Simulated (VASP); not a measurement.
# MgS in VASP: a series of runs

Runs on MgS. Level: PBE. Tasks: single point.

Everything below comes from runs of VASP 6.6.1. Logs are shortened: lines on timing, memory, paths and dates and some standing lists are left out, and cuts for length are marked.

### 1 The cell of the first run

It takes space group F-43m (No. 216, cubic). The conventional cell has a = 5.727 Å, b = 5.727 Å, c = 5.727 Å, α = 90.00°, β = 90.00°, γ = 90.00°. Within 3.3 Å of Mg (site symmetry -43m) lie 4 S at 2.48 Å. S (site symmetry -43m) has 4 Mg at 2.48 Å within 3.3 Å.

### 2 Single point, PBE (strained)

INCAR reads:

```
SYSTEM = MgS
  ALGO = Normal
  EDIFF = 1E-6
  ENCUT = 520
  GGA = PE
  ISIF = 2
  ISMEAR = 0
  LASPH = .TRUE.
  LCHARG = .TRUE.
  LELF = .TRUE.
  LREAL = .FALSE.
  LVHAR = .TRUE.
  LWAVE = .FALSE.
  NBANDS = 11
  NELM = 60
  PREC = Accurate
  SIGMA = 0.02
```

KPOINTS reads:

```
k-points
0
G
  8 8 8
  0 0 0
```

POSCAR reads:

```
MgS
1.0
    0.0000000000      2.8632644441      2.8632644441
    2.8632644441      0.0000000000      2.8632644441
    2.8632644441      2.8632644441      0.0000000000
Mg S
1 1
Direct
    0.0000000000      0.0000000000      0.0000000000
    0.7500000000      0.7500000000      0.7500000000
```

Potentials or basis: VASP PAW PBE potentials, release 64 (Mg, S).

Launch:

```bash
> cat potpaw_PBE.64/Mg/POTCAR potpaw_PBE.64/S/POTCAR > POTCAR
> mpirun -np 1 vasp_std > vasp.out
```

OUTCAR:

```text
SYSTEM = MgS
   EDIFF = 1E-6
   ENCUT = 520
   GGA = PE
   ISIF = 2
   ISMEAR = 0
   LASPH = .TRUE.
   LREAL = .FALSE.
   NELM = 60
   PREC = Accurate

 ion  position               nearest neighbor table
   1  0.000  0.000  0.000-   2 2.48   2 2.48   2 2.48   2 2.48
   2  0.750  0.750  0.750-   1 2.48   1 2.48   1 2.48   1 2.48

  LATTYP: Found a face centered cubic cell.
 ALAT       =     5.7265288882

  Lattice vectors:

 A1 = (   0.0000000000,   2.8632644441,   2.8632644441)
 A2 = (   2.8632644441,   0.0000000000,   2.8632644441)
 A3 = (   2.8632644441,   2.8632644441,   0.0000000000)

Analysis of symmetry for initial positions (statically):
=====================================================================
 Subroutine PRICEL returns:
 Original cell was already a primitive cell.

 Routine SETGRP: Setting up the symmetry group for a
 face centered cubic supercell.

 Subroutine GETGRP returns: Found 24 space group operations
 (whereof 24 operations were pure point group operations)
 out of a pool of 48 trial point group operations.

The static configuration has the point symmetry T_d .

Analysis of symmetry for dynamics (positions and initial velocities):
=====================================================================
 Subroutine PRICEL returns:
 Original cell was already a primitive cell.

 Routine SETGRP: Setting up the symmetry group for a
 face centered cubic supercell.

 Subroutine GETGRP returns: Found 24 space group operations
 (whereof 24 operations were pure point group operations)
 out of a pool of 48 trial point group operations.

The dynamic configuration has the point symmetry T_d .

 Subroutine INISYM returns: Found 24 space group operations
 (whereof 24 operations are pure point group operations),
 and found     1 'primitive' translations

----------------------------------------------------------------------------------------

                                     Primitive cell

  volume of cell :      46.9477

  direct lattice vectors                    reciprocal lattice vectors
     0.000000000  2.863264444  2.863264444    -0.174625854  0.174625854  0.174625854
     2.863264444  0.000000000  2.863264444     0.174625854 -0.174625854  0.174625854
     2.863264444  2.863264444  0.000000000     0.174625854  0.174625854 -0.174625854

  length of vectors
     4.049267410  4.049267410  4.049267410     0.302460852  0.302460852  0.302460852

  position of ions in fractional coordinates (direct lattice)
     0.000000000  0.000000000  0.000000000
     0.750000000  0.750000000  0.750000000

  ion indices of the primitive-cell ions
   primitive index   ion index
                 1           1
                 2           2

----------------------------------------------------------------------------------------

 KPOINTS: k-points

Automatic generation of k-mesh.
 Grid dimensions read from file:
 generate k-points for:    8    8    8

 Generating k-lattice:

  Cartesian coordinates                     Fractional coordinates (reciprocal lattice)
    -0.021828232  0.021828232  0.021828232     0.125000000  0.000000000  0.000000000
     0.021828232 -0.021828232  0.021828232     0.000000000  0.125000000  0.000000000
     0.021828232  0.021828232 -0.021828232     0.000000000  0.000000000  0.125000000

  Length of vectors
     0.037807607  0.037807607  0.037807607

  Shift w.r.t. Gamma in fractional coordinates (k-lattice)
     0.000000000  0.000000000  0.000000000

 Subroutine IBZKPT returns following result:
 ===========================================

 Found     29 irreducible k-points:

 Following reciprocal coordinates:
            Coordinates               Weight
  0.000000  0.000000  0.000000      1.000000
  0.125000  0.000000  0.000000      8.000000
  0.250000  0.000000  0.000000      8.000000
  0.375000  0.000000  0.000000      8.000000
  0.500000  0.000000  0.000000      4.000000
  0.125000  0.125000  0.000000      6.000000
[... 16 lines left out ...]
  0.500000  0.250000  0.125000     48.000000
 -0.375000  0.250000  0.125000     24.000000
 [... further k-points ...]
   k-points           NKPTS =     29   k-points in BZ     NKDIM =     29   number of bands    NBANDS=     11
   number of dos      NEDOS =    301   number of ions     NIONS =      2
   total plane-waves  NPLWV =  27000
   dimension x,y,z NGX =    30 NGY =   30 NGZ =   30
   dimension x,y,z NGXF=    60 NGYF=   60 NGZF=   60
   ions per type =               1   1
   NGX,Y,Z   is equivalent  to a cutoff of  12.32, 12.32, 12.32 a.u.
   NGXF,Y,Z  is equivalent  to a cutoff of  24.63, 24.63, 24.63 a.u.
 SYSTEM =  MgS
   PREC   = accura    normal or accurate (medium, high low for compatibility)
   ISTART =      0    job   : 0-new  1-cont  2-samecut
   ICHARG =      2    charge: 1-file 2-atom 10-const
   ISPIN  =      1    spin polarized calculation?
   LNONCOLLINEAR =      F non collinear calculations
   LSORBIT =      F    spin-orbit coupling
   LASPH  =      T    aspherical Exc in radial PAW
   ENCUT  =  520.0 eV  38.22 Ry    6.18 a.u.   7.53  7.53  7.53*2*pi/ulx,y,z
   NELM   =     60;   NELMIN=  2; NELMDL= -5     # of ELM steps
   EDIFF  = 0.1E-05   stopping-criterion for ELM
   LREAL  =      F    real-space projection
   EDIFFG = 0.1E-04   stopping-criterion for IOM
   NSW    =      0    number of steps for IOM
   IBRION =     -1    ionic relax: 0-MD 1-quasi-New 2-CG
   NFREE  =      0    steps in history (QN), initial steepest desc. (CG)
   ISIF   =      2    stress and relaxation
   ISYM   =      2    0-nonsym 1-usesym 2-fastsym
   POTIM  = 0.5000    time-step for ionic-motion
   TEBEG  =    0.0;   TEEND  =   0.0 temperature during run
   PSTRESS=    0.0 pullay stress
   NELECT =       8.0000    total number of electrons
   NUPDOWN=      -1.0000    fix difference up-down
   EMIN   =  10.00;   EMAX   =-10.00  energy-range for DOS
   EFERMI =   0.00;   METHOD = LEGACY
   ISMEAR =     0;   SIGMA  =   0.02  broadening in eV -4-tet -1-fermi 0-gaus
   EFERMI_NEDOS =   21; number of points for ismear=-14 and -15
   IALGO  =     38    algorithm
   IMIX   =      4    mixing-type and parameters
     AMIX     =   0.40;   BMIX     =  1.00
     AMIX_MAG =   1.60;   BMIX_MAG =  1.00
  volume/ion in A,a.u.               =      23.47       158.41
  Fermi-wavevector in a.u.,A,eV,Ry     =   0.907612  1.715137 11.207919  0.823759
  Thomas-Fermi vector in A             =   2.031440
   LORBIT       =      0    0 simple, 1 ext, 2 COOP (PROOUT), +10 PAW based schemes
   GGA     = PE    functional components
   LHFCALC =     F    Hartree Fock is set to
   AEXX    =    0.0000 exact exchange contribution
   IVDW    =     0    specifies the selected vdW correction
   LEPSILON=     F    determine dielectric tensor
   LRPA    =     F    only Hartree local field effects (RPA)
 non-spin polarized calculation
 Gauss-broadening in eV      SIGMA  =   0.02
  energy-cutoff  :      520.00
  volume of cell :       46.95
 maximum number of plane-waves:      1283
   NGX = 15   NGY = 15   NGZ = 15

 number of electron       8.0000001 magnetization

 Free energy of the ion-electron system (eV)
  ---------------------------------------------------
  ext. energy  EPLUGINS =         0.00000000
  ---------------------------------------------------
  free energy    TOTEN  =        -8.47045472 eV

  energy without entropy =       -8.47045472  energy(sigma->0) =       -8.47045472

 E-fermi :   0.9574     XC(G=0):  -8.2597

 val. band max:        0.8547965894   @ k =   0.0000   0.0000   0.0000
 cond. band min:       4.1450756978   @ k =   0.0000   0.0000   0.0000
 fundamental gap:      3.2902791084
 Fermi energy:         0.9574340231

 k-point     1 :       0.0000    0.0000    0.0000
  band No.  band energies     occupation
      1     -10.3032      2.00000
      2       0.8548      2.00000
      3       0.8548      2.00000
      4       0.8548      2.00000
      5       4.1451      0.00000
      6       8.7160      0.00000
      7       8.7160      0.00000
      8       8.7160      0.00000
      9      11.6139      0.00000
     10      11.6139      0.00000
     11      14.2948      0.00000

 k-point     2 :       0.1250    0.0000    0.0000
  band No.  band energies     occupation
      1     -10.2216      2.00000
      2       0.1929      2.00000
      3       0.8035      2.00000
      4       0.8035      2.00000
      5       4.7970      0.00000
      6       8.5158      0.00000
      7       8.8875      0.00000
      8       8.8875      0.00000
      9      11.1635      0.00000
     10      11.1635      0.00000
     11      13.8030      0.00000

 k-point     3 :       0.2500    0.0000    0.0000
  band No.  band energies     occupation
      1     -10.0112      2.00000
      2      -0.9367      2.00000
      3       0.6873      2.00000
      4       0.6873      2.00000
      5       5.6612      0.00000
      6       8.5072      0.00000
      7       8.9366      0.00000
      8       8.9366      0.00000
      9      11.1984      0.00000
     10      11.1984      0.00000
     11      12.9438      0.00000

 k-point     4 :       0.3750    0.0000    0.0000
  band No.  band energies     occupation
      1      -9.7775      2.00000
      2      -1.8233      2.00000
      3       0.5806      2.00000
      4       0.5806      2.00000
      5       5.8674      0.00000
      6       8.6054      0.00000
      7       8.6054      0.00000
      8       9.0435      0.00000
      9      12.4523      0.00000
     10      12.4523      0.00000
     11      12.9024      0.00000
[... 239 lines left out ...]
 k-point    22 :       0.3750    0.2500    0.1250
  band No.  band energies     occupation
      1      -9.8489      2.00000
      2      -1.1389      2.00000
      3       0.0481      2.00000
      4       0.4925      2.00000
      5       6.4357      0.00000
      6       7.6518      0.00000
      7       8.4116      0.00000
      8       9.9351      0.00000
      9      10.4725      0.00000
     10      13.0821      0.00000
     11      15.0833      0.00000

 k-point    23 :       0.5000    0.2500    0.1250
  band No.  band energies     occupation
      1      -9.6554      2.00000
      2      -1.6161      2.00000
      3      -0.2882      2.00000
      4       0.3248      2.00000
      5       6.7637      0.00000
      6       7.5094      0.00000
      7       8.6369      0.00000
      8       9.8029      0.00000
      9      11.5617      0.00000
     10      14.1088      0.00000
     11      14.7097      0.00000

 k-point    24 :      -0.3750    0.2500    0.1250
  band No.  band energies     occupation
      1      -9.5700      2.00000
      2      -1.8204      2.00000
      3      -0.3898      2.00000
      4       0.2349      2.00000
      5       6.8589      0.00000
      6       7.2372      0.00000
      7       9.4106      0.00000
      8       9.6339      0.00000
      9      12.0657      0.00000
     10      13.5120      0.00000
     11      14.8027      0.00000

 [... further k-points ...]
[... 5 lines left out ...]
  --------------------------------------------------------------------------------------
  -------------------------------------------------------------------------------------
  Total       -0.2831613     -0.2831613     -0.2831613      0.0000000     -0.0000000      0.0000000
  in kB       -9.6634029     -9.6634029     -9.6634029      0.0000000     -0.0000000      0.0000000
  external PRESSURE =      -9.6634029 kB  Pullay stress =       0.0000000 kB

 VOLUME and BASIS-vectors are now :
 -----------------------------------------------------------------------------
  energy-cutoff  :      520.00
  volume of cell :       46.95
      direct lattice vectors                 reciprocal lattice vectors
     0.000000000  2.863264444  2.863264444    -0.174625854  0.174625854  0.174625854
     2.863264444  0.000000000  2.863264444     0.174625854 -0.174625854  0.174625854
     2.863264444  2.863264444  0.000000000     0.174625854  0.174625854 -0.174625854

 POSITION                                       TOTAL-FORCE (eV/Angst)
 -----------------------------------------------------------------------------------
      0.00000      0.00000      0.00000        -0.000000     -0.000000     -0.000000
      4.29490      4.29490      4.29490         0.000000      0.000000      0.000000
 -----------------------------------------------------------------------------------
    total drift:                                0.000000      0.000000      0.000000

  FREE ENERGIE OF THE ION-ELECTRON SYSTEM (eV)
  ---------------------------------------------------
  free  energy   TOTEN  =        -8.4704547220 eV

  energy  without entropy=       -8.4704547220  energy(sigma->0) =       -8.47045472
```

Run time: 28 s. Hardware: 1 thread of Intel Xeon Platinum 8259CL at 2.50GHz (Skylake/Cascade Lake), shared host; peak memory 0.16 GiB.

Results:

```
Free energy            : -8.4705 eV
Pressure               : -1.0 GPa
Band gap on the k mesh : 3.29 eV, direct
```

Caveat: the cell differs from its parent crystal (strained).

### 3 Single point, PBE (strained)

INCAR reads:

```
SYSTEM = MgS
ALGO = Normal ; EDIFF = 1E-7
ENCUT = 520 ; GGA = PE
ISIF = 2 ; ISMEAR = 0
LASPH = .True. ; LCHARG = .False.
LREAL = .False. ; LWAVE = .False.
NBANDS = 11 ; NELM = 80
PREC = Accurate ; SIGMA = 0.02
```

KPOINTS reads:

```
k-points
0
Gamma
  8 8 8
  0 0 0
```

POSCAR reads:

```
MgS
1.0
    0.0000000000      2.9123907457      2.9123907457
    2.9123907457      0.0000000000      2.9123907457
    2.9123907457      2.9123907457      0.0000000000
Mg S
1 1
Direct
    0.0000000000      0.0000000000      0.0000000000
    0.7500000000      0.7500000000      0.7500000000
```

Potentials or basis: VASP PAW PBE potentials, release 64 (Mg, S).

Launch:

```bash
> cat potpaw_PBE.64/Mg/POTCAR potpaw_PBE.64/S/POTCAR > POTCAR
> mpirun -np 1 vasp_std > vasp.out
```

OUTCAR:

```text
SYSTEM = MgS
   EDIFF = 1E-7
   ENCUT = 520
   GGA = PE
   ISIF = 2
   ISMEAR = 0
   LASPH = .True.
   LREAL = .False.
   NELM = 80
   PREC = Accurate

 ion  position               nearest neighbor table
   1  0.000  0.000  0.000-   2 2.52   2 2.52   2 2.52   2 2.52
   2  0.750  0.750  0.750-   1 2.52   1 2.52   1 2.52   1 2.52

  LATTYP: Found a face centered cubic cell.
 ALAT       =     5.8247814914

  Lattice vectors:

 A1 = (   0.0000000000,   2.9123907457,   2.9123907457)
 A2 = (   2.9123907457,   0.0000000000,   2.9123907457)
 A3 = (   2.9123907457,   2.9123907457,   0.0000000000)
[... 512 lines left out ...]
      7       8.8507      0.00000
      8       9.2019      0.00000
      9      11.4896      0.00000
     10      12.9440      0.00000
     11      14.1735      0.00000

 [... further k-points ...]
[... 5 lines left out ...]
  --------------------------------------------------------------------------------------
  -------------------------------------------------------------------------------------
  Total       -1.0309005     -1.0309005     -1.0309005      0.0000000     -0.0000000     -0.0000000
  in kB      -33.4309247    -33.4309247    -33.4309247      0.0000000     -0.0000000     -0.0000000
  external PRESSURE =     -33.4309247 kB  Pullay stress =       0.0000000 kB

 VOLUME and BASIS-vectors are now :
 -----------------------------------------------------------------------------
  energy-cutoff  :      520.00
  volume of cell :       49.41
      direct lattice vectors                 reciprocal lattice vectors
     0.000000000  2.912390746  2.912390746    -0.171680260  0.171680260  0.171680260
     2.912390746  0.000000000  2.912390746     0.171680260 -0.171680260  0.171680260
     2.912390746  2.912390746  0.000000000     0.171680260  0.171680260 -0.171680260

 POSITION                                       TOTAL-FORCE (eV/Angst)
 -----------------------------------------------------------------------------------
      0.00000      0.00000      0.00000         0.000000     -0.000000     -0.000000
      4.36859      4.36859      4.36859        -0.000000      0.000000      0.000000
 -----------------------------------------------------------------------------------
    total drift:                                0.000000      0.000000      0.000000

  FREE ENERGIE OF THE ION-ELECTRON SYSTEM (eV)
  ---------------------------------------------------
  free  energy   TOTEN  =        -8.4369316747 eV

  energy  without entropy=       -8.4369316747  energy(sigma->0) =       -8.43693167
```

stdout:

```text
POSCAR found type information on POSCAR MgS
 POSCAR found :  2 types and       2 ions
 scaLAPACK will be used
 LDA part: xc-table for (Slater+PW92), standard interpolation
 POSCAR, INCAR and KPOINTS ok, starting setup
 FFT: planning ... GRIDC
 FFT: planning ... GRID_SOFT
 FFT: planning ... GRID
 WAVECAR not read
 entering main loop
```

Wall time 24 s (1 thread of Intel Xeon Platinum 8259CL at 2.50GHz (Skylake/Cascade Lake), shared host); peak memory 0.17 GiB.

Results:

- Free energy: -8.4369 eV
- Pressure: -3.3 GPa
- Band gap on the k mesh: 3.05 eV, direct

Caveat: the cell differs from its parent crystal (strained).

### 4 Single point, PBE (strained and its atoms moved)

INCAR reads:

```
ALGO = Normal
EDIFF = 1E-6
ENCUT = 520
GGA = PE
ISIF = 2
ISMEAR = 0
LASPH = True
LCHARG = False
LREAL = False
LWAVE = False
NBANDS = 11
NELM = 100
PREC = Accurate
SIGMA = 0.02
```

KPOINTS reads:

```
k-points
0
Gamma
  8 8 8
```

POSCAR reads:

```
MgS
1.0
    0.0120407602      2.7995475742      2.8420443749
    2.7995475742      0.0120407602      2.8420443749
    2.8324400980      2.8324400980     -0.0208517635
Mg S
1 1
Direct
   -0.0025705329     -0.0025705329      0.0170977465
    0.7525705329      0.7525705329      0.7329022535
```

Launch:

```bash
> cat potpaw_PBE.64/Mg/POTCAR potpaw_PBE.64/S/POTCAR > POTCAR
> mpirun -np 1 vasp_std > vasp.out
```

It took 1.8 min on 1 thread of Intel Xeon Platinum 8259CL at 2.50GHz (Skylake/Cascade Lake), shared host; peak memory 0.22 GiB.

It converged, with:

* Free energy: -8.4327 eV
* Pressure: 1.6 GPa
* Largest force: 0.659 eV/Å
* Band gap on the k mesh: 3.35 eV, direct

Forces on the atoms (eV/Å):
```
Mg  -0.447 -0.447  0.187
S    0.447  0.447 -0.187
```

Stress tensor (GPa, compression positive):
```
 1.62  0.08 -1.49
 0.08  1.62 -1.49
-1.49 -1.49  1.51
```

Levels at points of the mesh, in eV from the valence-band top:
```tsv
k point	band 1	band 2	band 3	band 4	band 5	band 6	band 7	band 8	band 9
(0.00, 0.00, 0.00)	-11.42	-0.33	-0.04	0.00	3.35	7.75	7.87	7.95	10.59
(0.50, 0.00, 0.00)	-10.71	-3.25	-0.60	-0.36	4.97	7.39	7.57	8.51	12.70
(0.50, 0.50, 0.00)	-10.52	-3.01	-1.19	-1.03	3.76	5.60	10.94	12.28	12.31
(0.00, 0.00, 0.50)	-10.74	-3.40	-0.34	-0.34	5.09	7.53	7.82	8.44	12.74
(0.50, 0.00, 0.50)	-10.49	-2.93	-1.29	-1.08	3.73	5.50	11.10	12.07	12.37
(0.50, 0.50, 0.50)	-10.74	-3.19	-0.64	-0.36	4.99	7.44	7.53	8.53	12.76
```

Caveat: the cell differs from its parent crystal (strained and its atoms moved). A k mesh can miss the band edges.

[end of part 1 of 2]
